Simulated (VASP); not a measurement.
A run of VASP 6.6.1 is set up as follows.

INCAR

```
SYSTEM = C
  PREC = Accurate
  ENCUT = 520
  EDIFF = 1E-7
  ISMEAR = -1
  SIGMA = 0.02
  LREAL = .FALSE.
  LASPH = .TRUE.
  NELM = 60
  ALGO = Normal
  ISIF = 2
  LWAVE = .FALSE.
  LCHARG = .FALSE.
  LDIPOL = .TRUE.
  IDIPOL = 3
  DIPOL = 0.5 0.5 0.500
  GGA = PE
  IBRION = 2
  NSW = 32
  EDIFFG = -0.01
```

File KPOINTS:

```
Automatic mesh
0
G
  12 12 1
  0 0 0
```

The input POSCAR:

```
C
1.0
    2.5255274270      0.0000000000      0.0000000000
    0.0000000000      2.5255274270      0.0000000000
    0.0000000000      0.0000000000     18.6787000000
C
4
Direct
    0.0000000000      0.2500000000      0.4331296446
    0.5000000000      0.2500000000      0.4684161696
    0.5000000000      0.7500000000      0.5315838305
    0.0000000000      0.7500000000      0.5668703554
```

Potentials or basis: VASP PAW PBE potentials, release 64 (C).

Launch:

```sh
$ cat potpaw_PBE.64/C/POTCAR > POTCAR
$ mpirun -np 1 vasp_std > vasp.out
```

Q: Predict the band gap on the k mesh.

A: Zero (band 8 reaches -2.79 eV, above the bottom of band 9 at -3.98 eV).

Q: What does it give for the energy gained by relaxing?

A: 0.0 meV/atom.

Final structure:
```xyz
4
Lattice="2.5255 0.0000 0.0000 0.0000 2.5255 0.0000 0.0000 0.0000 18.6787" Properties=species:S:1:pos:R:3 pbc="T T T"
C     0.0000    0.6314    8.0892
C     1.2628    0.6314    8.7549
C     1.2628    1.8941    9.9238
C     0.0000    1.8941   10.5895
```
